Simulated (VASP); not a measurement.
# Mo5W (P4/mmm) in VASP: single point with PBE

Aim: the single point of Mo5W with PBE.

Everything below comes from runs of VASP 6.6.1. Logs are shortened: lines on timing, memory, paths and dates and some standing lists are left out, and cuts for length are marked.

### Step 1. The cell of the first run

Symmetry: P4/mmm, No. 123, tetragonal system. Conventional cell: a = 3.164 Å, b = 3.164 Å, c = 9.495 Å, α = 90.00°, β = 90.00°, γ = 90.00°. Mo (site symmetry 4mm) has 13 Mo at 2.74 to 3.16 Å and 1 W at 3.17 Å within 3.6 Å. Within 3.6 Å of Mo (site symmetry 4mm) lie 10 Mo at 2.74 to 3.17 Å and 4 W at 2.74 Å. Mo (site symmetry 4/mmm) has 14 Mo at 2.74 to 3.16 Å within 3.6 Å. W (site symmetry 4/mmm) has 10 Mo at 2.74 to 3.17 Å and 4 W at 3.16 Å within 3.6 Å.

### Step 2. Single point, PBE

INCAR reads:

```
PREC     = Accurate       # precision mode
ENCUT    = 520            # plane-wave cutoff, eV
EDIFF    = 1E-7           # SCF threshold, eV
ISMEAR   = 0              # smearing method
SIGMA    = 0.1            # smearing width, eV
LREAL    = False          # projectors in reciprocal space
LASPH    = True           # aspherical terms in the spheres
NELM     = 80             # most SCF steps
ALGO     = Fast           # electronic algorithm
ISIF     = 2              # what is computed and relaxed
LWAVE    = False          # write WAVECAR
LCHARG   = True           # write CHGCAR
GGA      = PE             # functional
LELF     = True           # ELF
LVHAR    = True         
NBANDS   = 51             # bands
```

KPOINTS reads:

```
regular mesh
0
Gamma
  6 6 2
```

POSCAR reads:

```
Mo5W
1.0
    3.1641359000      0.0000000000      0.0000000000
    0.0000000000      3.1641359000      0.0000000000
    0.0000000000      0.0000000000      9.4951626000
Mo W
5 1
Direct
    0.0000000000      0.0000000000      0.6660800000
    0.5000000000      0.5000000000      0.8328750000
    0.5000000000      0.5000000000      0.1671250000
    0.0000000000      0.0000000000      0.3339200000
    0.5000000000      0.5000000000      0.5000000000
    0.0000000000      0.0000000000      0.0000000000
```

Potentials or basis: VASP PAW PBE potentials, release 64 (Mo_sv, W_sv).

Started as:

```
cat potpaw_PBE.64/Mo_sv/POTCAR potpaw_PBE.64/W_sv/POTCAR > POTCAR
mpirun -np 1 vasp_std > vasp.out
```

OUTCAR:

```text
PREC = Accurate
   ENCUT = 520
   EDIFF = 1E-7
   ISMEAR = 0
   LREAL = False
   LASPH = True
   NELM = 80
   ISIF = 2
   GGA = PE

 ion  position               nearest neighbor table
   1  0.000  0.000  0.666-   5 2.74   5 2.74   5 2.74   5 2.74   2 2.74   2 2.74   2 2.74   2 2.74
                             4 3.15   6 3.17
   2  0.500  0.500  0.833-   1 2.74   1 2.74   1 2.74   1 2.74   6 2.74   6 2.74   6 2.74   6 2.74
                             5 3.16   3 3.17
   3  0.500  0.500  0.167-   4 2.74   4 2.74   4 2.74   4 2.74   6 2.74   6 2.74   6 2.74   6 2.74
                             5 3.16   2 3.17
   4  0.000  0.000  0.334-   5 2.74   5 2.74   5 2.74   5 2.74   3 2.74   3 2.74   3 2.74   3 2.74
                             1 3.15   6 3.17
   5  0.500  0.500  0.500-   1 2.74   4 2.74   1 2.74   4 2.74   1 2.74   4 2.74   1 2.74   4 2.74
                             3 3.16   2 3.16
   6  0.000  0.000  0.000-   2 2.74   3 2.74   2 2.74   3 2.74   2 2.74   3 2.74   2 2.74   3 2.74
                             1 3.17   4 3.17

  LATTYP: Found a simple tetragonal cell.
 ALAT       =     3.1641359000
 C/A-ratio  =     3.0008706642

  Lattice vectors:

 A1 = (   3.1641359000,   0.0000000000,   0.0000000000)
 A2 = (   0.0000000000,   3.1641359000,   0.0000000000)
 A3 = (   0.0000000000,   0.0000000000,   9.4951626000)

Analysis of symmetry for initial positions (statically):
=====================================================================
 Subroutine PRICEL returns:
 Original cell was already a primitive cell.

 Routine SETGRP: Setting up the symmetry group for a
 simple tetragonal supercell.

 Subroutine GETGRP returns: Found 16 space group operations
 (whereof 16 operations were pure point group operations)
 out of a pool of 16 trial point group operations.

The static configuration has the point symmetry D_4h.

Analysis of symmetry for dynamics (positions and initial velocities):
=====================================================================
 Subroutine PRICEL returns:
 Original cell was already a primitive cell.

 Routine SETGRP: Setting up the symmetry group for a
 simple tetragonal supercell.

 Subroutine GETGRP returns: Found 16 space group operations
 (whereof 16 operations were pure point group operations)
 out of a pool of 16 trial point group operations.

The dynamic configuration has the point symmetry D_4h.

 Subroutine INISYM returns: Found 16 space group operations
 (whereof 16 operations are pure point group operations),
 and found     1 'primitive' translations

----------------------------------------------------------------------------------------

                                     Primitive cell

  volume of cell :      95.0633

  direct lattice vectors                    reciprocal lattice vectors
     3.164135900  0.000000000  0.000000000     0.316042051  0.000000000  0.000000000
     0.000000000  3.164135900  0.000000000     0.000000000  0.316042051  0.000000000
     0.000000000  0.000000000  9.495162600     0.000000000  0.000000000  0.105316785

  length of vectors
     3.164135900  3.164135900  9.495162600     0.316042051  0.316042051  0.105316785

  position of ions in fractional coordinates (direct lattice)
     0.000000000  0.000000000  0.666080000
     0.500000000  0.500000000  0.832875000
     0.500000000  0.500000000  0.167125000
     0.000000000  0.000000000  0.333920000
     0.500000000  0.500000000  0.500000000
     0.000000000  0.000000000  0.000000000

  ion indices of the primitive-cell ions
   primitive index   ion index
                 1           1
                 2           2
                 3           3
                 4           4
                 5           5
                 6           6

----------------------------------------------------------------------------------------

 KPOINTS: regular mesh

Automatic generation of k-mesh.
 Grid dimensions read from file:
 generate k-points for:    6    6    2

 Generating k-lattice:

  Cartesian coordinates                     Fractional coordinates (reciprocal lattice)
     0.052673675  0.000000000  0.000000000     0.166666667  0.000000000  0.000000000
     0.000000000  0.052673675  0.000000000     0.000000000  0.166666667  0.000000000
     0.000000000  0.000000000  0.052658393     0.000000000  0.000000000  0.500000000

  Length of vectors
     0.052673675  0.052673675  0.052658393

  Shift w.r.t. Gamma in fractional coordinates (k-lattice)
     0.000000000  0.000000000  0.000000000

 Subroutine IBZKPT returns following result:
 ===========================================

 Found     20 irreducible k-points:

 Following reciprocal coordinates:
            Coordinates               Weight
  0.000000  0.000000  0.000000      1.000000
  0.166667  0.000000  0.000000      4.000000
  0.333333  0.000000  0.000000      4.000000
  0.500000  0.000000  0.000000      2.000000
  0.166667  0.166667  0.000000      4.000000
  0.333333  0.166667  0.000000      8.000000
[... 12 lines left out ...]
  0.500000  0.333333  0.500000      4.000000
  0.500000  0.500000  0.500000      1.000000
   k-points           NKPTS =     20   k-points in BZ     NKDIM =     20   number of bands    NBANDS=     51
   number of dos      NEDOS =    301   number of ions     NIONS =      6
   total plane-waves  NPLWV =  41472
   dimension x,y,z NGX =    24 NGY =   24 NGZ =   72
   dimension x,y,z NGXF=    48 NGYF=   48 NGZF=  144
   ions per type =               5   1
   NGX,Y,Z   is equivalent  to a cutoff of  12.61, 12.61, 12.61 a.u.
   NGXF,Y,Z  is equivalent  to a cutoff of  25.22, 25.22, 25.21 a.u.
 SYSTEM =  unknown system
   PREC   = accura    normal or accurate (medium, high low for compatibility)
   ISTART =      0    job   : 0-new  1-cont  2-samecut
   ICHARG =      2    charge: 1-file 2-atom 10-const
   ISPIN  =      1    spin polarized calculation?
   LNONCOLLINEAR =      F non collinear calculations
   LSORBIT =      F    spin-orbit coupling
   LASPH  =      T    aspherical Exc in radial PAW
   ENCUT  =  520.0 eV  38.22 Ry    6.18 a.u.   5.88  5.88 17.65*2*pi/ulx,y,z
   NELM   =     80;   NELMIN=  2; NELMDL= -5     # of ELM steps
   EDIFF  = 0.1E-06   stopping-criterion for ELM
   LREAL  =      F    real-space projection
   EDIFFG = 0.1E-05   stopping-criterion for IOM
   NSW    =      0    number of steps for IOM
   IBRION =     -1    ionic relax: 0-MD 1-quasi-New 2-CG
   NFREE  =      0    steps in history (QN), initial steepest desc. (CG)
   ISIF   =      2    stress and relaxation
   ISYM   =      2    0-nonsym 1-usesym 2-fastsym
   POTIM  = 0.5000    time-step for ionic-motion
   TEBEG  =    0.0;   TEEND  =   0.0 temperature during run
   PSTRESS=    0.0 pullay stress
   NELECT =      84.0000    total number of electrons
   NUPDOWN=      -1.0000    fix difference up-down
   EMIN   =  10.00;   EMAX   =-10.00  energy-range for DOS
   EFERMI =   0.00;   METHOD = LEGACY
   ISMEAR =     0;   SIGMA  =   0.10  broadening in eV -4-tet -1-fermi 0-gaus
   EFERMI_NEDOS =   21; number of points for ismear=-14 and -15
   IALGO  =     68    algorithm
   IMIX   =      4    mixing-type and parameters
     AMIX     =   0.40;   BMIX     =  1.00
     AMIX_MAG =   1.60;   BMIX_MAG =  1.00
  volume/ion in A,a.u.               =      15.84       106.92
  Fermi-wavevector in a.u.,A,eV,Ry     =   1.570955  2.968674 33.577807  2.467899
  Thomas-Fermi vector in A             =   2.672611
   LORBIT       =      0    0 simple, 1 ext, 2 COOP (PROOUT), +10 PAW based schemes
   GGA     = PE    functional components
   LHFCALC =     F    Hartree Fock is set to
   AEXX    =    0.0000 exact exchange contribution
   IVDW    =     0    specifies the selected vdW correction
   LEPSILON=     F    determine dielectric tensor
   LRPA    =     F    only Hartree local field effects (RPA)
 non-spin polarized calculation
 RMM-DIIS sequential band-by-band and
 Gauss-broadening in eV      SIGMA  =   0.10
  energy-cutoff  :      520.00
  volume of cell :       95.06
 maximum number of plane-waves:      2624
 NGX is ok and might be reduce to    24
   NGX = 11   NGY = 11   NGZ = 35

 number of electron      84.0000019 magnetization

 Free energy of the ion-electron system (eV)
  ---------------------------------------------------
  ext. energy  EPLUGINS =         0.00000000
  ---------------------------------------------------
  free energy    TOTEN  =       -67.74724066 eV

  energy without entropy =      -67.73171635  energy(sigma->0) =      -67.73947851

 E-fermi :  12.3431     XC(G=0): -13.3707

 val. band max:       12.3175161392   @ k =   0.5000   0.5000   0.5000
 cond. band min:      12.3476241123   @ k =   0.5000   0.0000   0.5000
 fundamental gap:      0.0301079730
 Fermi energy:        12.3431472767

 k-point     1 :       0.0000    0.0000    0.0000
  band No.  band energies     occupation
      1     -61.9115      2.00000
      2     -49.0355      2.00000
      3     -48.9296      2.00000
      4     -48.8043      2.00000
      5     -48.7050      2.00000
      6     -48.6579      2.00000
[... 43 lines left out ...]
     50      13.9593      0.00000
     51      14.4632      0.00000

 k-point     2 :       0.1667    0.0000    0.0000
  band No.  band energies     occupation
      1     -61.9091      2.00000
      2     -49.0065      2.00000
      3     -48.9112      2.00000
      4     -48.7999      2.00000
      5     -48.7135      2.00000
      6     -48.6780      2.00000
[... 43 lines left out ...]
     50      14.2225      0.00000
     51      14.5975      0.00000

 k-point     3 :       0.3333    0.0000    0.0000
  band No.  band energies     occupation
      1     -61.9044      2.00000
      2     -48.9305      2.00000
      3     -48.8662      2.00000
      4     -48.7932      2.00000
      5     -48.7388      2.00000
      6     -48.7341      2.00000
[... 43 lines left out ...]
     50      14.2031      0.00000
     51      14.3976      0.00000
[... 811 lines left out ...]
 k-point    19 :       0.5000    0.3333    0.5000
  band No.  band energies     occupation
      1     -61.8954      2.00000
      2     -48.8276      2.00000
      3     -48.8173      2.00000
      4     -48.8143      2.00000
      5     -48.7579      2.00000
      6     -48.7474      2.00000
[... 43 lines left out ...]
     50      14.8111      0.00000
     51      14.8297      0.00000

 k-point    20 :       0.5000    0.5000    0.5000
  band No.  band energies     occupation
      1     -61.8932      2.00000
      2     -48.8225      2.00000
      3     -48.8124      2.00000
      4     -48.8092      2.00000
      5     -48.7527      2.00000
      6     -48.7424      2.00000
[... 43 lines left out ...]
     50      14.5882      0.00000
     51      14.6293      0.00000

------------------------ aborting loop because EDIFF is reached ----------------------------------------

  FORCE on cell =-STRESS in cart. coord.  units (eV):
  Direction    XX          YY          ZZ          XY          YZ          ZX
  --------------------------------------------------------------------------------------
  -------------------------------------------------------------------------------------
  Total        0.2493974      0.2493974      0.2020867      0.0000000      0.0000000     -0.0000000
  in kB        4.2032944      4.2032944      3.4059295      0.0000000      0.0000000     -0.0000000
  external PRESSURE =       3.9375061 kB  Pullay stress =       0.0000000 kB

 VOLUME and BASIS-vectors are now :
 -----------------------------------------------------------------------------
  energy-cutoff  :      520.00
  volume of cell :       95.06
      direct lattice vectors                 reciprocal lattice vectors
     3.164135900  0.000000000  0.000000000     0.316042051  0.000000000  0.000000000
     0.000000000  3.164135900  0.000000000     0.000000000  0.316042051  0.000000000
     0.000000000  0.000000000  9.495162600     0.000000000  0.000000000  0.105316785

 POSITION                                       TOTAL-FORCE (eV/Angst)
 -----------------------------------------------------------------------------------
      0.00000      0.00000      6.32454         0.000000      0.000000     -0.020081
      1.58207      1.58207      7.90828         0.000000      0.000000      0.010253
      1.58207      1.58207      1.58688        -0.000000     -0.000000     -0.010253
      0.00000      0.00000      3.17062         0.000000      0.000000      0.020081
      1.58207      1.58207      4.74758         0.000000      0.000000     -0.000000
      0.00000      0.00000      0.00000         0.000000      0.000000     -0.000000
 -----------------------------------------------------------------------------------
    total drift:                                0.000000     -0.000000      0.000000

  FREE ENERGIE OF THE ION-ELECTRON SYSTEM (eV)
  ---------------------------------------------------
  free  energy   TOTEN  =       -67.7472406616 eV

  energy  without entropy=      -67.7317163503  energy(sigma->0) =      -67.73947851
```

Wall time 1.9 min (1 thread of Intel Xeon Platinum 8488C (Sapphire Rapids), shared host); peak memory 0.23 GiB.

What came out:

| Quantity | Value |
| --- | --- |
| Free energy | -67.7472 eV |
| Pressure | 0.4 GPa |
| Largest force | 0.020 eV/Å |
| Band gap on the k mesh | zero (band 42 reaches 13.66 eV, above the bottom of band 43 at 11.68 eV) |

Forces on the atoms (eV/Å):
```
Mo   0.000  0.000 -0.020
Mo   0.000  0.000  0.010
Mo   0.000  0.000 -0.010
Mo   0.000  0.000  0.020
Mo   0.000  0.000  0.000
W    0.000  0.000  0.000
```

Stress tensor (GPa, compression positive):
```
0.42 0.00 0.00
0.00 0.42 0.00
0.00 0.00 0.34
```

Caveat: spin-orbit coupling is left out, which moves the levels of the heavy elements.
